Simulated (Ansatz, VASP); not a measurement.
SrMg3B8: VASP beside Ansatz

```
Mg Sr B
1.0
    -1.57210    2.72296   -3.81685
    -1.57210    2.72296    3.81685
     4.72570    2.72838    0.00000
Mg Sr B
3 1 8
Direct
  0.25780 0.25780 0.50000
  0.74220 0.74220 0.50000
  0.50000 0.50000 0.00000
  0.00000 0.00000 0.00000
  0.74125 0.25875 0.33261
  0.25875 0.74125 0.33261
  0.00000 0.50000 0.81413
  0.50000 0.00000 0.81413
  0.00000 0.50000 0.18587
  0.50000 0.00000 0.18587
  0.25875 0.74125 0.66739
  0.74125 0.25875 0.66739
```

Alike in both runs: functional PBE; k mesh 8 × 8 × 6; occupations gaussian, width 0.1 eV; no spin polarisation.

Ansatz relaxed the structure, and its values are those at the end. VASP's run is a single point on that final structure, the one shown.

```csv
,VASP,Ansatz
version,VASP 6.6.1,Ansatz 0.2.0
potentials or method,"VASP PAW PBE potentials, release 64 (Mg, Sr_sv, B), cutoff 520 eV","scalar-relativistic, plane waves, PAW"
valence electrons in the cell,40,64
```

VASP gave:

| Item | Value |
| --- | --- |
| gap on the k mesh at the Fermi level (eV) | none |
| pressure (GPa) | 0.0 |
| rms of the force components (eV/Å) | 0.008 |

Question: Estimate Ansatz's values.

Answer: gap on the k mesh at the Fermi level (eV): none; pressure (GPa): 0.0; rms of the force components (eV/Å): 0.003.

A gap of «none» marks a metal or a gap that the smearing closes. VASP's potentials hold 40 valence electrons a cell and Ansatz's 64, so a difference there can come from the potentials and not from the codes.
